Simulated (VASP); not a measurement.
# Al (Pm-3m) in VASP: further runs

Al is run at these levels: r2SCAN; tasks: single point.

Program: VASP 6.6.1. These are calculated values, not measurements. Logs are shortened: lines on timing, memory, paths and dates and some standing lists are left out, and cuts for length are marked.

## (1) The cell of the first run

Symmetry: Pm-3m, No. 221, cubic system. The conventional cell has a = 2.593 Å, b = 2.593 Å, c = 2.593 Å, α = 90.00°, β = 90.00°, γ = 90.00°. Within 3.4 Å of Al (site symmetry m-3m) lie 6 Al at 2.59 Å.

This isn't the form of Al at room conditions, which is fcc.

## (2) Single point, r2SCAN (17.44 Å³/atom)

File POSCAR:

```
Al
1.0
    2.5932235702      0.0000000000      0.0000000000
    0.0000000000      2.5932235702      0.0000000000
    0.0000000000      0.0000000000      2.5932235702
Al
1
Direct
    0.0000000000      0.0000000000      0.0000000000
```

File INCAR.step1:

```
ALGO = Normal
EDIFF = 1E-4
ENCUT = 520
GGA = PE
ISMEAR = -1
LASPH = T
LCHARG = F
LREAL = F
LWAVE = T
NBANDS = 8
NELM = 100
PREC = Accurate
SIGMA = 0.1
```

File INCAR.step2:

```
ALGO = Normal
EDIFF = 1E-6
ENCUT = 520
ISIF = 2
ISMEAR = -1
ISTART = 1
LASPH = T
LCHARG = F
LMIXTAU = T
LREAL = F
LWAVE = F
METAGGA = R2SCAN
NBANDS = 8
NELM = 100
PREC = Accurate
SIGMA = 0.1
```

File KPOINTS:

```
k-points
0
Gamma
  13 13 13
```

Potentials or basis: VASP PAW PBE potentials, release 64 (Al).

Command:

```bash
cat potpaw_PBE.64/Al/POTCAR > POTCAR
cp INCAR.step1 INCAR
mpirun -np 1 vasp_std > vasp.out
cp INCAR.step2 INCAR
mpirun -np 1 vasp_std > vasp.out
```

OUTCAR:

```text
EDIFF = 1E-6
   ENCUT = 520
   ISIF = 2
   ISMEAR = -1
   ISTART = 1
   LASPH = T
   LREAL = F
   METAGGA = R2SCAN
   NELM = 100
   PREC = Accurate

 ion  position               nearest neighbor table
   1  0.000  0.000  0.000-

  LATTYP: Found a simple cubic cell.
 ALAT       =     2.5932235702

  Lattice vectors:

 A1 = (   2.5932235702,   0.0000000000,   0.0000000000)
 A2 = (   0.0000000000,   2.5932235702,   0.0000000000)
 A3 = (   0.0000000000,   0.0000000000,   2.5932235702)

Analysis of symmetry for initial positions (statically):
=====================================================================
 Subroutine PRICEL returns:
 Original cell was already a primitive cell.

 Routine SETGRP: Setting up the symmetry group for a
 simple cubic supercell.

 Subroutine GETGRP returns: Found 48 space group operations
 (whereof 48 operations were pure point group operations)
 out of a pool of 48 trial point group operations.

The static configuration has the point symmetry O_h .

Analysis of symmetry for dynamics (positions and initial velocities):
=====================================================================
 Subroutine PRICEL returns:
 Original cell was already a primitive cell.

 Routine SETGRP: Setting up the symmetry group for a
 simple cubic supercell.

 Subroutine GETGRP returns: Found 48 space group operations
 (whereof 48 operations were pure point group operations)
 out of a pool of 48 trial point group operations.

The dynamic configuration has the point symmetry O_h .

 Subroutine INISYM returns: Found 48 space group operations
 (whereof 48 operations are pure point group operations),
 and found     1 'primitive' translations

----------------------------------------------------------------------------------------

                                     Primitive cell

  volume of cell :      17.4389

  direct lattice vectors                    reciprocal lattice vectors
     2.593223570  0.000000000  0.000000000     0.385620435  0.000000000  0.000000000
     0.000000000  2.593223570  0.000000000     0.000000000  0.385620435  0.000000000
     0.000000000  0.000000000  2.593223570     0.000000000  0.000000000  0.385620435

  length of vectors
     2.593223570  2.593223570  2.593223570     0.385620435  0.385620435  0.385620435

  position of ions in fractional coordinates (direct lattice)
     0.000000000  0.000000000  0.000000000

  ion indices of the primitive-cell ions
   primitive index   ion index
[... 63 lines left out ...]
 SYSTEM =  unknown system
   PREC   = accura    normal or accurate (medium, high low for compatibility)
   ISTART =      1    job   : 0-new  1-cont  2-samecut
   ICHARG =      0    charge: 1-file 2-atom 10-const
   ISPIN  =      1    spin polarized calculation?
   LNONCOLLINEAR =      F non collinear calculations
   LSORBIT =      F    spin-orbit coupling
   LASPH  =      T    aspherical Exc in radial PAW
   ENCUT  =  520.0 eV  38.22 Ry    6.18 a.u.   4.82  4.82  4.82*2*pi/ulx,y,z
   NELM   =    100;   NELMIN=  2; NELMDL=  0     # of ELM steps
   EDIFF  = 0.1E-05   stopping-criterion for ELM
   LREAL  =      F    real-space projection
[... 7 lines left out ...]
   TEBEG  =    0.0;   TEEND  =   0.0 temperature during run
   PSTRESS=    0.0 pullay stress
   NELECT =       3.0000    total number of electrons
   NUPDOWN=      -1.0000    fix difference up-down
   EMIN   =  10.00;   EMAX   =-10.00  energy-range for DOS
   EFERMI =   0.00;   METHOD = LEGACY
   ISMEAR =    -1;   SIGMA  =   0.10  broadening in eV -4-tet -1-fermi 0-gaus
   EFERMI_NEDOS =   21; number of points for ismear=-14 and -15
   IALGO  =     38    algorithm
   IMIX   =      4    mixing-type and parameters
     AMIX     =   0.40;   BMIX     =  1.00
     AMIX_MAG =   1.60;   BMIX_MAG =  1.00
  volume/ion in A,a.u.               =      17.44       117.68
  Fermi-wavevector in a.u.,A,eV,Ry     =   0.910490  1.720577 11.279127  0.828992
  Thomas-Fermi vector in A             =   2.034659
   LORBIT       =      0    0 simple, 1 ext, 2 COOP (PROOUT), +10 PAW based schemes
   METAGGA = R2SCAN    functional components
   LHFCALC =     F    Hartree Fock is set to
   AEXX    =    0.0000 exact exchange contribution
   IVDW    =     0    specifies the selected vdW correction
   LEPSILON=     F    determine dielectric tensor
   LRPA    =     F    only Hartree local field effects (RPA)
 non-spin polarized calculation
  energy-cutoff  :      520.00
  volume of cell :       17.44
 maximum number of plane-waves:       479
 NGX is ok and might be reduce to    20
   NGX =  9   NGY =  9   NGZ =  9

 number of electron       3.0000000 magnetization

 Free energy of the ion-electron system (eV)
  ---------------------------------------------------
  ext. energy  EPLUGINS =         0.00000000
  ---------------------------------------------------
  free energy    TOTEN  =        -6.21737135 eV

  energy without entropy =       -6.20249453  energy(sigma->0) =       -6.20993294

 E-fermi :   6.9556     XC(G=0): -10.5688

 val. band max:        6.9540664035   @ k =   0.3846   0.3846   0.0769
 cond. band min:       7.1025826636   @ k =   0.3077   0.1538   0.0000
 fundamental gap:      0.1485162601
 Fermi energy:         6.9556185255

 k-point     1 :       0.0000    0.0000    0.0000
  band No.  band energies     occupation
      1      -4.0779      2.00000
      2      15.7531      0.00000
      3      15.7531      0.00000
      4      17.9424      0.00000
      5      17.9424      0.00000
      6      17.9424      0.00000
      7      26.0557      0.00000
      8      34.6097      0.00000
[... 243 lines left out ...]
 k-point    24 :       0.3846    0.3077    0.0000
  band No.  band energies     occupation
      1       1.4424      2.00000
      2       6.3764      1.99392
      3      10.1745      0.00000
      4      15.0298      0.00000
      5      22.4990      0.00000
      6      25.0640      0.00000
      7      26.6128      0.00000
      8      30.0927      0.00000

 [... further k-points ...]
[... 5 lines left out ...]
  --------------------------------------------------------------------------------------
  -------------------------------------------------------------------------------------
  Total        1.0994019      1.0994019      1.0994019      0.0000000     -0.0000000      0.0000000
  in kB      101.0060045    101.0060045    101.0060045      0.0000000     -0.0000000      0.0000000
  external PRESSURE =     101.0060045 kB  Pullay stress =       0.0000000 kB

 VOLUME and BASIS-vectors are now :
 -----------------------------------------------------------------------------
  energy-cutoff  :      520.00
  volume of cell :       17.44
      direct lattice vectors                 reciprocal lattice vectors
     2.593223570  0.000000000  0.000000000     0.385620435  0.000000000  0.000000000
     0.000000000  2.593223570  0.000000000     0.000000000  0.385620435  0.000000000
     0.000000000  0.000000000  2.593223570     0.000000000  0.000000000  0.385620435

 POSITION                                       TOTAL-FORCE (eV/Angst)
 -----------------------------------------------------------------------------------
      0.00000      0.00000      0.00000         0.000000      0.000000      0.000000
 -----------------------------------------------------------------------------------
    total drift:                               -0.000000      0.000000      0.000000

  FREE ENERGIE OF THE ION-ELECTRON SYSTEM (eV)
  ---------------------------------------------------
  free  energy   TOTEN  =        -6.2173713506 eV

  energy  without entropy=       -6.2024945322  energy(sigma->0) =       -6.20993294
```

OUTCAR.step1:

```text
EDIFF = 1E-4
   ENCUT = 520
   GGA = PE
   ISMEAR = -1
   LASPH = T
   LREAL = F
[... 478 lines left out ...]

 POSITION                                       TOTAL-FORCE (eV/Angst)
 -----------------------------------------------------------------------------------
      0.00000      0.00000      0.00000         0.000000      0.000000      0.000000
 -----------------------------------------------------------------------------------
    total drift:                               -0.000000      0.000000      0.000000

  FREE ENERGIE OF THE ION-ELECTRON SYSTEM (eV)
  ---------------------------------------------------
  free  energy   TOTEN  =        -3.2941389515 eV

  energy  without entropy=       -3.2780278056  energy(sigma->0) =       -3.28608338
```

OSZICAR.step1:

```text
N       E                     dE             d eps       ncg     rms          rms(c)
DAV:   1    -0.188881632879E+01   -0.18888E+01   -0.87079E+02  1344   0.206E+02
DAV:   2    -0.329336403223E+01   -0.14045E+01   -0.13525E+01  1824   0.182E+01
DAV:   3    -0.330312733592E+01   -0.97633E-02   -0.97492E-02  1712   0.166E+00
DAV:   4    -0.330317234644E+01   -0.45011E-04   -0.45010E-04  1960   0.970E-02
DAV:   5    -0.330317255608E+01   -0.20964E-06   -0.20984E-06  1672   0.414E-03    0.121E+00
DAV:   6    -0.329775272411E+01    0.54198E-02   -0.15181E-03  1664   0.154E-01    0.711E-01
DAV:   7    -0.329412926624E+01    0.36235E-02   -0.40324E-03  1680   0.246E-01    0.113E-01
DAV:   8    -0.329413895148E+01   -0.96852E-05   -0.27287E-05  1456   0.358E-02
   1 F= -.32941390E+01 E0= -.32860834E+01  d E =-.161111E-01
```

Wall time 24 s (1 thread of Intel Xeon 8259CL, shared host); peak memory 0.12 GiB.

What came out:

```
Free energy            : -6.2174 eV
Pressure               : 10.1 GPa
Band gap on the k mesh : zero (an odd number of electrons rules out a gap without spin polarisation)
```

Caveat: the cell stands under pressure; the PAW data sets were made with another functional, which shifts forces and pressure a little.

## (3) Single point, r2SCAN (18.23 Å³/atom)

This run uses another cell than the first one, of 18.23 Å³/atom.

File POSCAR:

```
Al
1.0
    2.6319341067      0.0000000000      0.0000000000
    0.0000000000      2.6319341067      0.0000000000
    0.0000000000      0.0000000000      2.6319341067
Al
1
Direct
    0.0000000000      0.0000000000      0.0000000000
```

File INCAR.step1:

```
PREC     = Accurate       # precision mode
ENCUT    = 520            # plane-wave cutoff, eV
ISMEAR   = -1             # smearing method
SIGMA    = 0.1            # smearing width, eV
LREAL    = F              # projectors in reciprocal space
LASPH    = T              # aspherical terms in the spheres
NELM     = 60             # most SCF steps
NBANDS   = 8              # bands
GGA      = PE             # functional
ALGO     = Normal         # electronic algorithm
EDIFF    = 1E-4           # SCF threshold, eV
LWAVE    = T              # write WAVECAR
LCHARG   = F              # write CHGCAR
```

File INCAR.step2:

```
PREC     = Accurate       # precision mode
ENCUT    = 520            # plane-wave cutoff, eV
EDIFF    = 1E-6           # SCF threshold, eV
ISMEAR   = -1             # smearing method
SIGMA    = 0.1            # smearing width, eV
LREAL    = F              # projectors in reciprocal space
LASPH    = T              # aspherical terms in the spheres
NELM     = 60             # most SCF steps
ALGO     = Normal         # electronic algorithm
ISIF     = 2              # what is computed and relaxed
LWAVE    = F              # write WAVECAR
LCHARG   = T              # write CHGCAR
METAGGA  = R2SCAN         # meta-GGA
LMIXTAU  = T            
LELF     = T              # ELF
LVHAR    = T            
NBANDS   = 8              # bands
ISTART   = 1
```

File KPOINTS:

```
regular mesh
0
Gamma
  13 13 13
```

Potentials or basis: VASP PAW PBE potentials, release 64 (Al).

Command:

```bash
cat potpaw_PBE.64/Al/POTCAR > POTCAR
cp INCAR.step1 INCAR
mpirun -np 1 vasp_std > vasp.out
cp INCAR.step2 INCAR
mpirun -np 1 vasp_std > vasp.out
```

OUTCAR:

```text
PREC = Accurate
   ENCUT = 520
   EDIFF = 1E-6
   ISMEAR = -1
   LREAL = F
   LASPH = T
   NELM = 60
   ISIF = 2
   METAGGA = R2SCAN
   ISTART = 1

 ion  position               nearest neighbor table
   1  0.000  0.000  0.000-

  LATTYP: Found a simple cubic cell.
 ALAT       =     2.6319341067

  Lattice vectors:

 A1 = (   2.6319341067,   0.0000000000,   0.0000000000)
 A2 = (   0.0000000000,   2.6319341067,   0.0000000000)
[... 434 lines left out ...]
 k-point    24 :       0.3846    0.3077    0.0000
  band No.  band energies     occupation
      1       1.1444      2.00000
      2       5.9667      1.99280
      3       9.6432      0.00000
      4      14.4475      0.00000
      5      21.5851      0.00000
      6      24.1318      0.00000
      7      25.7038      0.00000
      8      28.9952      0.00000

 [... further k-points ...]
[... 5 lines left out ...]
  --------------------------------------------------------------------------------------
  -------------------------------------------------------------------------------------
  Total        0.6802447      0.6802447      0.6802447      0.0000000     -0.0000000      0.0000000
  in kB       59.7792830     59.7792830     59.7792830      0.0000000     -0.0000000      0.0000000
  external PRESSURE =      59.7792830 kB  Pullay stress =       0.0000000 kB

 VOLUME and BASIS-vectors are now :
 -----------------------------------------------------------------------------
  energy-cutoff  :      520.00
  volume of cell :       18.23
      direct lattice vectors                 reciprocal lattice vectors
     2.631934107  0.000000000  0.000000000     0.379948722  0.000000000  0.000000000
     0.000000000  2.631934107  0.000000000     0.000000000  0.379948722  0.000000000
     0.000000000  0.000000000  2.631934107     0.000000000  0.000000000  0.379948722

 POSITION                                       TOTAL-FORCE (eV/Angst)
 -----------------------------------------------------------------------------------
      0.00000      0.00000      0.00000         0.000000      0.000000      0.000000
 -----------------------------------------------------------------------------------
    total drift:                               -0.000000      0.000000      0.000000

  FREE ENERGIE OF THE ION-ELECTRON SYSTEM (eV)
  ---------------------------------------------------
  free  energy   TOTEN  =        -6.2567664215 eV

  energy  without entropy=       -6.2412318182  energy(sigma->0) =       -6.24899912
```

OSZICAR.step1:

```text
N       E                     dE             d eps       ncg     rms          rms(c)
DAV:   1    -0.197418105462E+01   -0.19742E+01   -0.84552E+02  1344   0.201E+02
DAV:   2    -0.333903122762E+01   -0.13649E+01   -0.12691E+01  1752   0.181E+01
DAV:   3    -0.334737268952E+01   -0.83415E-02   -0.83366E-02  1736   0.157E+00
DAV:   4    -0.334739922790E+01   -0.26538E-04   -0.26538E-04  1936   0.787E-02
DAV:   5    -0.334739939532E+01   -0.16742E-06   -0.16835E-06  1704   0.434E-03    0.114E+00
DAV:   6    -0.334261747867E+01    0.47819E-02   -0.16844E-03  1680   0.160E-01    0.670E-01
DAV:   7    -0.333938490311E+01    0.32326E-02   -0.44174E-03  1656   0.253E-01    0.106E-01
DAV:   8    -0.333939538866E+01   -0.10486E-04   -0.31944E-05  1496   0.379E-02
   1 F= -.33393954E+01 E0= -.33309675E+01  d E =-.168557E-01
```

Wall time 26 s (1 thread of Intel Xeon 8259CL, shared host); peak memory 0.12 GiB.

What came out:

```
Free energy            : -6.2568 eV
Pressure               : 6.0 GPa
Band gap on the k mesh : zero (an odd number of electrons rules out a gap without spin polarisation)
```

Caveat: the cell stands under pressure; the PAW data sets were made with another functional, which shifts forces and pressure a little.

## (4) Single point, r2SCAN (19.02 Å³/atom)

This run uses another cell than the first one, of 19.02 Å³/atom.

File POSCAR:

```
Al
1.0
    2.6695382459      0.0000000000      0.0000000000
    0.0000000000      2.6695382459      0.0000000000
    0.0000000000      0.0000000000      2.6695382459
Al
1
Direct
    0.0000000000      0.0000000000      0.0000000000
```

File INCAR.step1:

```
SYSTEM = Al
PREC = Accurate
ENCUT = 520
ISMEAR = -1
SIGMA = 0.1
LREAL = .FALSE.
LASPH = .TRUE.
NELM = 80
NBANDS = 8
GGA = PE
ALGO = Normal
EDIFF = 1E-4
LWAVE = .TRUE.
LCHARG = .FALSE.
```

File INCAR.step2:

```
SYSTEM = Al
PREC = Accurate
ENCUT = 520
EDIFF = 1E-6
ISMEAR = -1
SIGMA = 0.1
LREAL = .FALSE.
LASPH = .TRUE.
NELM = 80
ALGO = Normal
ISIF = 2
LWAVE = .FALSE.
LCHARG = .TRUE.
METAGGA = R2SCAN
LMIXTAU = .TRUE.
LELF = .TRUE.
LVHAR = .TRUE.
NBANDS = 8
ISTART = 1
```

File KPOINTS:

```
Automatic mesh
0
G
  13 13 13
  0 0 0
```

Command:

```bash
cat potpaw_PBE.64/Al/POTCAR > POTCAR
cp INCAR.step1 INCAR
mpirun -np 1 vasp_std > vasp.out
cp INCAR.step2 INCAR
mpirun -np 1 vasp_std > vasp.out
```

Wall time 28 s (1 thread of Intel Xeon 8259CL, shared host); peak memory 0.12 GiB.

The run converged. Its results:

```
Free energy            : -6.2777 eV
Pressure               : 2.6 GPa
Band gap on the k mesh : zero (an odd number of electrons rules out a gap without spin polarisation)
```

Levels at points of the mesh, in eV from the Fermi level:
| k point | band 1 | band 2 | band 3 | band 4 |
| --- | --- | --- | --- | --- |
| (0.00, 0.00, 0.00) | -10.47 | 8.57 | 8.57 | 10.26 |

Caveat: the PAW data sets were made with another functional, which shifts forces and pressure a little.

## (5) The runs side by side

| cell | gap on the mesh (eV) | pressure (GPa) |
| --- | --- | --- |
| a = 2.593 Å, 1 atom | none | 10.1 |
| a = 2.632 Å, 1 atom | none | 6.0 |
| a = 2.670 Å, 1 atom | none | 2.6 |

Alike in all rows: task single point; level r2SCAN; potentials or basis VASP PAW PBE potentials, release 64 (Al); no spin polarisation; k mesh 13 × 13 × 13; cutoff (eV) 520; smearing fermi-dirac 0.1 eV.

Caveats: the PAW data sets were made with another functional, which shifts forces and pressure a little; the cell stands under pressure (at least some runs).

Absolute energies hang on the potentials; compare differences alone.
